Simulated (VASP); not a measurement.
Write the native input for VASP 6.6.1 that does the following.

| Quantity | Value |
| --- | --- |
| Task | single point |
| Functional | r2SCAN |
| Potentials or basis | VASP PAW PBE potentials, release 64 (C) |
| Cutoff | 520 eV |
| k mesh | 12 × 12 × 10 |
| Occupations | gaussian, width 0.05 eV |
| Spin | no spin polarisation |
| Dipole correction | no |
| Further INCAR settings | ALGO = Normal; EDIFF = 1e-06; NBANDS = 16 |

C:

```xyz
4
Lattice="0.0000 -1.7801 -1.7801 -1.7801 0.0000 -1.7801 1.7801 1.7801 -3.5603" Properties=species:S:1:pos:R:3 pbc="T T T"
C    -0.0411    0.0354   -5.3460
C     0.0178    0.0372   -1.7748
C     0.8781    0.9121   -4.5195
C    -0.8548   -0.9848   -4.3810
```

This cell differs from its parent crystal: atoms moved at random.

One way to write it, as run:

POSCAR

```
C
1.0
    0.0000000000     -1.7801417069     -1.7801417069
   -1.7801417069      0.0000000000     -1.7801417069
    1.7801417069      1.7801417069     -3.5602834138
C
4
Direct
    0.7300856359      0.7730646283      0.7499958050
    0.2360580250      0.2469884551      0.2569639418
    0.3737538136      0.3928473980      0.8861248185
    0.9101025255      0.8370995186      0.3569154347
```

INCAR.step1

```
PREC     = Accurate       # precision mode
ENCUT    = 520            # plane-wave cutoff, eV
ISMEAR   = 0              # smearing method
SIGMA    = 0.05           # smearing width, eV
LREAL    = False          # projectors in reciprocal space
LASPH    = True           # aspherical terms in the spheres
NELM     = 80             # most SCF steps
NBANDS   = 16             # bands
GGA      = PE             # functional
ALGO     = Normal         # electronic algorithm
EDIFF    = 1E-4           # SCF threshold, eV
LWAVE    = True           # write WAVECAR
LCHARG   = False          # write CHGCAR
```

INCAR.step2

```
PREC     = Accurate       # precision mode
ENCUT    = 520            # plane-wave cutoff, eV
EDIFF    = 1E-6           # SCF threshold, eV
ISMEAR   = 0              # smearing method
SIGMA    = 0.05           # smearing width, eV
LREAL    = False          # projectors in reciprocal space
LASPH    = True           # aspherical terms in the spheres
NELM     = 80             # most SCF steps
ALGO     = Normal         # electronic algorithm
ISIF     = 2              # what is computed and relaxed
LWAVE    = False          # write WAVECAR
LCHARG   = True           # write CHGCAR
METAGGA  = R2SCAN         # meta-GGA
LMIXTAU  = True         
LELF     = True           # ELF
LVHAR    = True         
NBANDS   = 16             # bands
ISTART   = 1
```

KPOINTS

```
Automatic mesh
0
Gamma
  12 12 10
```

Potentials or basis: VASP PAW PBE potentials, release 64 (C).

The run is started by

```sh
$ cat potpaw_PBE.64/C/POTCAR > POTCAR
$ cp INCAR.step1 INCAR
$ mpirun -np 1 vasp_std > vasp.out
$ cp INCAR.step2 INCAR
$ mpirun -np 1 vasp_std > vasp.out
```

It gave:

| Item | Value |
| --- | --- |
| Pressure | 5.8 GPa |
| Largest force | 7.185 eV/Å |
| Band gap on the k mesh | 2.85 eV |

Caveat: the cell differs from its parent crystal (atoms moved at random); the cell stands under pressure; the PAW data sets were made with another functional, which shifts forces and pressure a little.

It took 11 min on 1 thread of Intel(R) Xeon(R) Platinum 8259CL CPU @ 2.50GHz (Skylake/Cascade Lake), on a shared host, peak memory 0.28 GiB.
